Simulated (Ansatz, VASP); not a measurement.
## One calculation of F, two programs

File INCAR:

```
PREC     = Accurate       # precision mode
ENCUT    = 520            # plane-wave cutoff, eV
EDIFF    = 1E-6           # SCF threshold, eV
ISMEAR   = -1             # smearing method
SIGMA    = 0.05           # smearing width, eV
LREAL    = False          # projectors in reciprocal space
LASPH    = True           # aspherical terms in the spheres
NELM     = 80             # most SCF steps
ALGO     = Normal         # electronic algorithm
ISIF     = 2              # what is computed and relaxed
LWAVE    = False          # write WAVECAR
LCHARG   = False          # write CHGCAR
GGA      = PE             # functional
NBANDS   = 22             # bands
```

The input KPOINTS:

```
regular mesh
0
Gamma
  9 9 4
```

File POSCAR:

```
F
1.0
    3.0632750355     -1.8456364782      0.1480340220
    3.0632750355      1.8456364782      0.1480340220
   -1.3264733196      0.0000000000      6.8239206635
F
4
Direct
    0.9236106942      0.5862237664      0.0928428741
    0.4137762336      0.0763893058      0.4071571259
    0.0763893058      0.4137762336      0.9071571259
    0.5862237664      0.9236106942      0.5928428741
```

Input for Ansatz:

```yaml
crystal:
  lattice:
    - [3.0632750355, -1.8456364782, 0.148034022]
    - [3.0632750355, 1.8456364782, 0.148034022]
    - [-1.3264733196, 0.0, 6.8239206635]
  atoms:
    - { symbol: F, position: [0.9236106942, 0.5862237664, 0.0928428741] }
    - { symbol: F, position: [0.4137762336, 0.0763893058, 0.4071571259] }
    - { symbol: F, position: [0.0763893058, 0.4137762336, 0.9071571259] }
    - { symbol: F, position: [0.5862237664, 0.9236106942, 0.5928428741] }
hamiltonian:
  xc: pbe
  pseudopotentials:
    kind: paw
    azcp:
      F: "pseudopotentials/F.paw.azcp"
basis:
  ecutwfc: 420
  fft_grid_basis: typed
kpoints:
  mp_grid: { grid: [9, 9, 4], shift: [0, 0, 0] }
magnetization:
  spin_polarized: false
scf:
  occupations: { method: fermi_dirac, width: 0.05 }
  lower_state_search: "off"
output:
  stress: true
```

Alike in both runs: task single point; functional PBE; k mesh 9 × 9 × 4; occupations fermi-dirac, width 0.05 eV; no spin polarisation.

|  | VASP | Ansatz |
| --- | --- | --- |
| version | VASP 6.6.1 | Ansatz 0.2.0 |
| potentials or method | VASP PAW PBE potentials, release 64 (F), cutoff 520 eV | plane waves (420 eV) with PAW, scalar-relativistic |
| valence electrons in the cell | 28 | 28 |

Ansatz gave:

```
pressure (GPa)                                                : 0.0
traceless stress, the component that is largest in VASP (GPa) : -0.02
```

**Question.** What did VASP give for the same quantities?

**Answer.** Pressure (GPa): 0.3; traceless stress, the component that is largest in VASP (GPa): 1.03.

With one functional, cell and mesh, what is left measures potentials, basis and numerics.
